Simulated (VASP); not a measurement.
# BaTiO3 (Cm) in VASP: further runs

BaTiO3 is run at these levels: PBE; tasks: single point.

Program: VASP 6.6.1. These are calculated values, not measurements. Logs are shortened: lines on timing, memory, paths and dates and some standing lists are left out, and cuts for length are marked.

### Step 1. The cell of the first run

Symmetry: Cm, No. 8, monoclinic system. The conventional cell has a = 5.757 Å, b = 5.726 Å, c = 16.679 Å, α = 90.00°, β = 90.31°, γ = 90.00°. Ba (site symmetry m) has 8 O at 2.78 to 2.98 Å and 4 Ti at 3.43 to 3.54 Å within 3.7 Å. Ba (site symmetry m) has 12 O at 2.78 to 2.98 Å and 8 Ti at 3.43 to 3.64 Å within 3.7 Å. Within 3.7 Å of Ba (site symmetry m) lie 12 O at 2.78 to 2.98 Å and 8 Ti at 3.43 to 3.64 Å. Ti (site symmetry m) has 5 O at 1.87 to 2.21 Å within 2.5 Å. Within 2.5 Å of Ti (site symmetry m) lie 6 O at 1.87 to 2.21 Å. Ti (site symmetry m) has 6 O at 1.87 to 2.21 Å within 2.5 Å. Within 2.5 Å of O (site symmetry 1) lie 2 Ti at 1.87 to 2.21 Å. O (site symmetry 1) has 2 Ti at 1.87 to 2.21 Å within 2.5 Å.

### Step 2. Single point, PBE (the distance across one plane changed)

The input, INCAR:

```
SYSTEM = BaTiO3
PREC = Accurate
ENCUT = 520
EDIFF = 1E-7
ISMEAR = 0
SIGMA = 0.05
LREAL = Auto
LASPH = .TRUE.
NELM = 60
ALGO = Normal
ISIF = 2
LWAVE = .FALSE.
LCHARG = .TRUE.
GGA = PE
LELF = .TRUE.
LVHAR = .TRUE.
NBANDS = 73
```

The input, KPOINTS:

```
Automatic mesh
0
G
  6 6 2
  0 0 0
```

The input, POSCAR:

```
BaTiO3
1.0
    2.8630706609     -1.6529946168     -2.3563003513
    0.0000000000      3.3059892335     -2.3563003513
   11.7795707742      6.8009383574      9.6532412744
Ba Ti O
3 3 9
Direct
    0.9911214883      0.9911214883      0.6713461174
    0.9939668140      0.9939668140      0.1845467424
    0.9925441512      0.9925441512      0.4279464299
    0.4804248972      0.4804248972      0.0663112063
    0.4790022343      0.4790022343      0.3097108938
    0.4775795715      0.4775795715      0.5531105812
    0.5112623733      0.0218859530      0.0588160373
    0.5098397104      0.0204632901      0.3022157248
    0.5084170476      0.0190406273      0.5456154123
    0.0218859530      0.5112623733      0.0588160373
    0.0204632901      0.5098397104      0.3022157248
    0.0190406273      0.5084170476      0.5456154123
    0.5105661556      0.5105661556      0.1779301051
    0.5091434928      0.5091434928      0.4213297926
    0.5077208299      0.5077208299      0.6647294801
```

Potentials or basis: VASP PAW PBE potentials, release 64 (Ba_sv, Ti_sv, O).

On the command line:

```console
> cat potpaw_PBE.64/Ba_sv/POTCAR potpaw_PBE.64/Ti_sv/POTCAR potpaw_PBE.64/O/POTCAR > POTCAR
> mpirun -np 1 vasp_std > vasp.out
```

OUTCAR:

```text
SYSTEM = BaTiO3
   PREC = Accurate
   ENCUT = 520
   EDIFF = 1E-7
   ISMEAR = 0
   LREAL = Auto
   LASPH = .TRUE.
   NELM = 60
   ISIF = 2
   GGA = PE

 ion  position               nearest neighbor table
   1  0.991  0.991  0.671-  15 2.78  15 2.87  15 2.87  12 2.87   9 2.87  15 2.98  12 2.98   9 2.98
                             6 3.43   6 3.48   6 3.48   6 3.54   3 4.06
   2  0.994  0.994  0.185-  11 2.78   8 2.78  13 2.78  11 2.87   8 2.87  13 2.87  13 2.87  10 2.87
                             7 2.87  13 2.98  10 2.98   7 2.98   4 3.43   4 3.48   4 3.48   5 3.48
   3  0.993  0.993  0.428-  12 2.78   9 2.78  14 2.78  12 2.87   9 2.87  14 2.87  14 2.87  11 2.87
                             8 2.87  14 2.98  11 2.98   8 2.98   5 3.43   6 3.48   5 3.48   5 3.48
   4  0.480  0.480  0.066-  13 1.87   7 1.87  10 1.87   7 2.21  10 2.21   2 3.43   2 3.48   2 3.48
                             2 3.54
   5  0.479  0.479  0.310-  14 1.87   8 1.87  11 1.87   8 2.21  11 2.21  13 2.21   3 3.43   3 3.48
                             3 3.48   2 3.48   3 3.54   2 3.54   2 3.54   2 3.64
   6  0.478  0.478  0.553-   9 1.87  12 1.87  15 1.87  14 2.21   9 2.21  12 2.21   1 3.43   3 3.48
                             1 3.48   1 3.48   3 3.54   3 3.54   1 3.54   3 3.64
   7  0.511  0.022  0.059-   4 1.87   4 2.21   2 2.87   2 2.98
   8  0.510  0.020  0.302-   5 1.87   5 2.21   2 2.78   2 2.87   3 2.87   3 2.98
   9  0.508  0.019  0.546-   6 1.87   6 2.21   3 2.78   3 2.87   1 2.87   1 2.98
  10  0.022  0.511  0.059-   4 1.87   4 2.21   2 2.87   2 2.98
  11  0.020  0.510  0.302-   5 1.87   5 2.21   2 2.78   2 2.87   3 2.87   3 2.98
  12  0.019  0.508  0.546-   6 1.87   6 2.21   3 2.78   3 2.87   1 2.87   1 2.98
  13  0.511  0.511  0.178-   4 1.87   5 2.21   2 2.78   2 2.87   2 2.87   2 2.98
  14  0.509  0.509  0.421-   5 1.87   6 2.21   3 2.78   3 2.87   3 2.87   3 2.98
  15  0.508  0.508  0.665-   6 1.87   1 2.78   1 2.87   1 2.87   1 2.98

  LATTYP: Found a base centered monoclinic cell.
 ALAT       =     5.7565762563
 B/A-ratio  =     0.9947130146
 C/A-ratio  =     2.8974187759
 COS(beta)  =    -0.0054596967

  Lattice vectors:

 A1 = (   2.8630706609,  -1.6529946168,  -2.3563003513)
 A2 = (   0.0000000000,   3.3059892335,  -2.3563003513)
 A3 = (  11.7795707742,   6.8009383574,   9.6532412744)

Analysis of symmetry for initial positions (statically):
=====================================================================
 Subroutine PRICEL returns:
 Original cell was already a primitive cell.

 Routine SETGRP: Setting up the symmetry group for a
 base centered monoclinic supercell.

 Subroutine GETGRP returns: Found  2 space group operations
 (whereof  2 operations were pure point group operations)
 out of a pool of  4 trial point group operations.

The static configuration has the point symmetry C_1h.

Analysis of symmetry for dynamics (positions and initial velocities):
=====================================================================
 Subroutine PRICEL returns:
 Original cell was already a primitive cell.

 Routine SETGRP: Setting up the symmetry group for a
 base centered monoclinic supercell.

 Subroutine GETGRP returns: Found  2 space group operations
 (whereof  2 operations were pure point group operations)
 out of a pool of  4 trial point group operations.

The dynamic configuration has the point symmetry C_1h.

 Subroutine INISYM returns: Found  2 space group operations
 (whereof  2 operations are pure point group operations),
 and found     1 'primitive' translations

----------------------------------------------------------------------------------------

                                     Primitive cell

  volume of cell :     274.8941

  direct lattice vectors                    reciprocal lattice vectors
     2.863070661 -1.652994617 -2.356300351     0.174389223 -0.100970551 -0.141665961
     0.000000000  3.305989234 -2.356300351    -0.000248451  0.201510773 -0.141665961
    11.779570774  6.800938357  9.653241274     0.042506755  0.024541287  0.034432465

  length of vectors
     4.059767993  4.059767993 16.679212130     0.246324781  0.246324781  0.059955764

  position of ions in fractional coordinates (direct lattice)
     0.991121488  0.991121488  0.671346117
     0.993966814  0.993966814  0.184546742
     0.992544151  0.992544151  0.427946430
     0.480424897  0.480424897  0.066311206
     0.479002234  0.479002234  0.309710894
     0.477579572  0.477579572  0.553110581
     0.511262373  0.021885953  0.058816037
[... 46 lines left out ...]
     0.000000000  0.000000000  0.000000000

 Subroutine IBZKPT returns following result:
 ===========================================

 Found     26 irreducible k-points:

 Following reciprocal coordinates:
            Coordinates               Weight
  0.000000  0.000000  0.000000      1.000000
  0.166667  0.000000  0.000000      4.000000
  0.333333  0.000000  0.000000      4.000000
  0.500000  0.000000  0.000000      2.000000
  0.166667  0.166667  0.000000      2.000000
  0.333333  0.166667  0.000000      4.000000
[... 16 lines left out ...]
  0.333333  0.333333  0.500000      2.000000
  0.500000  0.333333  0.500000      4.000000
 [... further k-points ...]
   k-points           NKPTS =     26   k-points in BZ     NKDIM =     26   number of bands    NBANDS=     73
   number of dos      NEDOS =    301   number of ions     NIONS =     15
   total plane-waves  NPLWV = 113400
   dimension x,y,z NGX =    30 NGY =   30 NGZ =  126
   dimension x,y,z NGXF=    60 NGYF=   60 NGZF=  252
   ions per type =               3   3   9
   NGX,Y,Z   is equivalent  to a cutoff of  12.28, 12.28, 12.56 a.u.
   NGXF,Y,Z  is equivalent  to a cutoff of  24.57, 24.57, 25.12 a.u.
 SYSTEM =  BaTiO3
   PREC   = accura    normal or accurate (medium, high low for compatibility)
   ISTART =      0    job   : 0-new  1-cont  2-samecut
   ICHARG =      2    charge: 1-file 2-atom 10-const
   ISPIN  =      1    spin polarized calculation?
   LNONCOLLINEAR =      F non collinear calculations
   LSORBIT =      F    spin-orbit coupling
   LASPH  =      T    aspherical Exc in radial PAW
   ENCUT  =  520.0 eV  38.22 Ry    6.18 a.u.   7.55  7.55 31.01*2*pi/ulx,y,z
   NELM   =     60;   NELMIN=  2; NELMDL= -5     # of ELM steps
   EDIFF  = 0.1E-06   stopping-criterion for ELM
   LREAL  =      T    real-space projection
   EDIFFG = 0.1E-05   stopping-criterion for IOM
   NSW    =      0    number of steps for IOM
   IBRION =     -1    ionic relax: 0-MD 1-quasi-New 2-CG
   NFREE  =      0    steps in history (QN), initial steepest desc. (CG)
   ISIF   =      2    stress and relaxation
   ISYM   =      2    0-nonsym 1-usesym 2-fastsym
   POTIM  = 0.5000    time-step for ionic-motion
   TEBEG  =    0.0;   TEEND  =   0.0 temperature during run
   PSTRESS=    0.0 pullay stress
   NELECT =     120.0000    total number of electrons
   NUPDOWN=      -1.0000    fix difference up-down
   EMIN   =  10.00;   EMAX   =-10.00  energy-range for DOS
   EFERMI =   0.00;   METHOD = LEGACY
   ISMEAR =     0;   SIGMA  =   0.05  broadening in eV -4-tet -1-fermi 0-gaus
   EFERMI_NEDOS =   21; number of points for ismear=-14 and -15
   IALGO  =     38    algorithm
   IMIX   =      4    mixing-type and parameters
     AMIX     =   0.40;   BMIX     =  1.00
     AMIX_MAG =   1.60;   BMIX_MAG =  1.00
  volume/ion in A,a.u.               =      18.33       123.67
  Fermi-wavevector in a.u.,A,eV,Ry     =   1.241881  2.346816 20.983849  1.542269
  Thomas-Fermi vector in A             =   2.376260
   LORBIT       =      0    0 simple, 1 ext, 2 COOP (PROOUT), +10 PAW based schemes
   GGA     = PE    functional components
   LHFCALC =     F    Hartree Fock is set to
   AEXX    =    0.0000 exact exchange contribution
   IVDW    =     0    specifies the selected vdW correction
   LEPSILON=     F    determine dielectric tensor
   LRPA    =     F    only Hartree local field effects (RPA)
 non-spin polarized calculation
 Gauss-broadening in eV      SIGMA  =   0.05
  energy-cutoff  :      520.00
  volume of cell :      274.89
 maximum number of plane-waves:      7437
   NGX = 15   NGY = 15   NGZ = 63

 number of electron     120.0000031 magnetization

 Free energy of the ion-electron system (eV)
  ---------------------------------------------------
  ext. energy  EPLUGINS =         0.00000000
  ---------------------------------------------------
  free energy    TOTEN  =      -118.10504102 eV

  energy without entropy =     -118.10373314  energy(sigma->0) =     -118.10438708

 E-fermi :   3.2064     XC(G=0):  -8.7528

 val. band max:        3.1852138041   @ k =   0.0000   0.0000   0.0000
 cond. band min:       3.2276855911   @ k =   0.5000   0.5000   0.5000
 fundamental gap:      0.0424717870
 Fermi energy:         3.2064212282

 k-point     1 :       0.0000    0.0000    0.0000
  band No.  band energies     occupation
      1     -55.6911      2.00000
      2     -54.8148      2.00000
      3     -53.7550      2.00000
      4     -31.9620      2.00000
      5     -31.9597      2.00000
      6     -31.9539      2.00000
[... 1789 lines left out ...]
     71       6.4209      0.00000
     72       6.5505      0.00000

 [... further k-points ...]

 [bands above 72 left out]

------------------------ aborting loop because EDIFF is reached ----------------------------------------

  FORCE on cell =-STRESS in cart. coord.  units (eV):
  Direction    XX          YY          ZZ          XY          YZ          ZX
  --------------------------------------------------------------------------------------
  -------------------------------------------------------------------------------------
  Total       -2.2226459     -3.0702250     -2.5255614      0.7340251      0.5858905      1.0147889
  in kB      -12.9543453    -17.8943282    -14.7198409      4.2781507      3.4147717      5.9145388
  external PRESSURE =     -15.1895048 kB  Pullay stress =       0.0000000 kB

 VOLUME and BASIS-vectors are now :
 -----------------------------------------------------------------------------
  energy-cutoff  :      520.00
  volume of cell :      274.89
      direct lattice vectors                 reciprocal lattice vectors
     2.863070661 -1.652994617 -2.356300351     0.174389223 -0.100970551 -0.141665961
     0.000000000  3.305989234 -2.356300351    -0.000248451  0.201510773 -0.141665961
    11.779570774  6.800938357  9.653241274     0.042506755  0.024541287  0.034432465

 POSITION                                       TOTAL-FORCE (eV/Angst)
 -----------------------------------------------------------------------------------
     10.74582      6.20410      1.80991        -0.473925     -0.273621     -0.298434
      5.01968      2.89811     -2.90269        -0.911693     -0.526366     -0.786069
      7.88275      4.55111     -0.54639        -0.561220     -0.324020     -0.481968
      2.15661      1.24512     -1.62393         0.398108      0.229848      0.857636
      5.01968      2.89811      0.73237        -1.064746     -0.614731     -0.762751
      7.88275      4.55111      3.08867        -0.498025     -0.287535     -0.909744
      2.15661     -0.37275     -0.68849        -0.126403      0.140005     -0.355911
      5.01968      1.28024      1.66781         0.363389      0.232960      0.305846
      7.88275      2.93323      4.02411         0.470770      0.072276      0.582007
      0.75549      2.05405     -0.68849         0.058046     -0.179471     -0.355911
      3.61856      3.70705      1.66781         0.383444      0.198224      0.305846
      6.48163      5.36004      4.02411         0.297977      0.371561      0.582007
      3.55773      2.05405     -0.68849         0.416153      0.240266      0.477524
      6.42080      3.70705      1.66781         0.831188      0.479886      0.629489
      9.28387      5.36004      4.02411         0.416936      0.240718      0.210433
 -----------------------------------------------------------------------------------
    total drift:                                0.001837      0.001060     -0.025939

  FREE ENERGIE OF THE ION-ELECTRON SYSTEM (eV)
  ---------------------------------------------------
  free  energy   TOTEN  =      -118.1050410195 eV

  energy  without entropy=     -118.1037331407  energy(sigma->0) =     -118.10438708
```

It took 14 min on 1 thread of AMD EPYC 9R45 (Zen 5), shared host; peak memory 0.48 GiB.

What came out:

* Free energy: -118.1050 eV
* Pressure: -1.5 GPa
* Largest force: 1.447 eV/Å
* Band gap on the k mesh: zero (bands 60 and 61 overlap by 0.04 eV)

Forces on the atoms (eV/Å):
```
Ba  -0.474 -0.274 -0.298
Ba  -0.912 -0.526 -0.786
Ba  -0.561 -0.324 -0.482
Ti   0.398  0.230  0.858
Ti  -1.065 -0.615 -0.763
Ti  -0.498 -0.288 -0.910
O   -0.126  0.140 -0.356
O    0.363  0.233  0.306
O    0.471  0.072  0.582
O    0.058 -0.179 -0.356
O    0.383  0.198  0.306
O    0.298  0.372  0.582
O    0.416  0.240  0.478
O    0.831  0.480  0.629
O    0.417  0.241  0.210
```

Levels at points of the mesh, in eV from the Fermi level:
| k point | band 58 | band 59 | band 60 | band 61 | band 62 | band 63 |
| --- | --- | --- | --- | --- | --- | --- |
| (0.00, 0.00, 0.00) | -1.45 | -1.13 | -0.90 | -0.02 | 0.32 | 0.44 |
| (0.50, 0.00, 0.00) | -1.66 | -1.43 | -1.16 | 0.55 | 1.06 | 1.17 |
| (0.50, 0.50, 0.00) | -1.24 | -1.21 | 0.02 | 1.28 | 1.39 | 1.53 |
| (0.00, 0.00, 0.50) | -1.45 | -1.13 | -0.90 | -0.02 | 0.30 | 0.44 |
| (0.50, 0.00, 0.50) | -1.66 | -1.43 | -1.16 | 0.55 | 1.06 | 1.17 |
| (0.50, 0.50, 0.50) | -1.24 | -1.21 | 0.02 | 1.28 | 1.39 | 1.53 |

Caveat: the cell differs from its parent crystal (the distance across one plane changed); spin-orbit coupling is left out, which moves the levels of the heavy elements; forces of over 1 eV/Å act on the atoms, so gaps and moduli don't describe the material at rest.

### Step 3. Single point, PBE (the distance across one plane changed)

The input, INCAR:

```
PREC = Accurate
ENCUT = 520
EDIFF = 1E-6
ISMEAR = 0
SIGMA = 0.05
LREAL = Auto
LASPH = T
NELM = 100
ALGO = Normal
ISIF = 2
LWAVE = F
LCHARG = F
GGA = PE
NBANDS = 73
```

The input, KPOINTS:

```
regular mesh
0
Gamma
  6 6 2
```

The input, POSCAR:

```
BaTiO3
1.0
    2.8630706609     -1.6529946168     -2.3563003513
    0.0000000000      3.3059892335     -2.3563003513
   12.8430237047      7.4149231932     10.5146880145
Ba Ti O
3 3 9
Direct
    0.9902451972      0.9902451972      0.6159513654
    0.9937259298      0.9937259298      0.1693192453
    0.9919855635      0.9919855635      0.3926353054
    0.4803383428      0.4803383428      0.0608396727
    0.4785979765      0.4785979765      0.2841557327
    0.4768576102      0.4768576102      0.5074717928
    0.5111856022      0.0218091819      0.0539629523
    0.5094452359      0.0200688156      0.2772790123
    0.5077048696      0.0183284493      0.5005950723
    0.0218091819      0.5111856022      0.0539629523
    0.0200688156      0.5094452359      0.2772790123
    0.0183284493      0.5077048696      0.5005950723
    0.5103339080      0.5103339080      0.1632485663
    0.5085935416      0.5085935416      0.3865646264
    0.5068531753      0.5068531753      0.6098806864
```

Potentials or basis: VASP PAW PBE potentials, release 64 (Ba_sv, Ti_sv, O).

On the command line:

```console
> cat potpaw_PBE.64/Ba_sv/POTCAR potpaw_PBE.64/Ti_sv/POTCAR potpaw_PBE.64/O/POTCAR > POTCAR
> mpirun -np 1 vasp_std > vasp.out
```

OUTCAR:

```text
PREC = Accurate
   ENCUT = 520
   EDIFF = 1E-6
   ISMEAR = 0
   LREAL = Auto
   LASPH = T
   NELM = 100
   ISIF = 2
   GGA = PE

 ion  position               nearest neighbor table
   1  0.990  0.990  0.616-  15 2.78  15 2.87  15 2.87  12 2.87   9 2.87  15 2.98  12 2.98   9 2.98
                             6 3.43   6 3.48   6 3.48   6 3.54   3 4.06
   2  0.994  0.994  0.169-  13 2.78  11 2.78   8 2.78  10 2.87   7 2.87  13 2.87  13 2.87  11 2.87
                             8 2.87  10 2.98   7 2.98  13 2.98   4 3.43   4 3.48   4 3.48   5 3.48
[... 2056 lines left out ...]
     2.863070661 -1.652994617 -2.356300351     0.174333740 -0.101002584 -0.141710905
     0.000000000  3.305989234 -2.356300351    -0.000303934  0.201478740 -0.141710905
    12.843023705  7.414923193 10.514688015     0.038999397  0.022516312  0.031591340

 POSITION                                       TOTAL-FORCE (eV/Angst)
 -----------------------------------------------------------------------------------
     10.74582      6.20410      1.80991        -0.604667     -0.349104     -0.397211
      5.01968      2.89811     -2.90269        -0.943862     -0.544939     -0.811956
      7.88275      4.55111     -0.54639        -0.602987     -0.348135     -0.516001
      2.15661      1.24512     -1.62393         0.276543      0.159662      0.779567
      5.01968      2.89811      0.73237        -1.158620     -0.668929     -0.833430
      7.88275      4.55111      3.08867        -0.614974     -0.355055     -1.050885
      2.15661     -0.37275     -0.68849        -0.074180      0.189534     -0.314819
      5.01968      1.28024      1.66781         0.393964      0.255444      0.329358
      7.88275      2.93323      4.02411         0.500497      0.080980      0.630774
      0.75549      2.05405     -0.68849         0.127051     -0.159009     -0.314819
      3.61856      3.70705      1.66781         0.418203      0.213461      0.329358
      6.48163      5.36004      4.02411         0.320380      0.392953      0.630774
      3.55773      2.05405     -0.68849         0.496361      0.286574      0.537389
      6.42080      3.70705      1.66781         0.914470      0.527970      0.690324
      9.28387      5.36004      4.02411         0.551820      0.318594      0.311578
 -----------------------------------------------------------------------------------
    total drift:                                0.022225      0.012832     -0.016209

  FREE ENERGIE OF THE ION-ELECTRON SYSTEM (eV)
  ---------------------------------------------------
  free  energy   TOTEN  =      -117.9993214710 eV

  energy  without entropy=     -117.9983146464  energy(sigma->0) =     -117.99881806
```

It took 14 min on 1 thread of AMD EPYC 9R45 (Zen 5), shared host; peak memory 0.53 GiB.

Results:

```yaml
Free_energy: -117.9993 eV
Pressure: -1.4 GPa
Largest_force: 1.576 eV/Å
Band_gap_on_the_k_mesh: zero (bands 60 and 61 overlap by 0.20 eV)
```

Forces in eV/Å, atoms in the order of the input:
```
Ba  -0.605 -0.349 -0.397
Ba  -0.944 -0.545 -0.812
Ba  -0.603 -0.348 -0.516
Ti   0.277  0.160  0.780
Ti  -1.159 -0.669 -0.833
Ti  -0.615 -0.355 -1.051
O   -0.074  0.190 -0.315
O    0.394  0.255  0.329
O    0.500  0.081  0.631
O    0.127 -0.159 -0.315
O    0.418  0.213  0.329
O    0.320  0.393  0.631
O    0.496  0.287  0.537
O    0.914  0.528  0.690
O    0.552  0.319  0.312
```

Caveat: the cell differs from its parent crystal (the distance across one plane changed); spin-orbit coupling is left out, which moves the levels of the heavy elements; forces of over 1 eV/Å act on the atoms, so gaps and moduli don't describe the material at rest.

The gap in the log of VASP goes by the Fermi energy; the results here count the filled bands.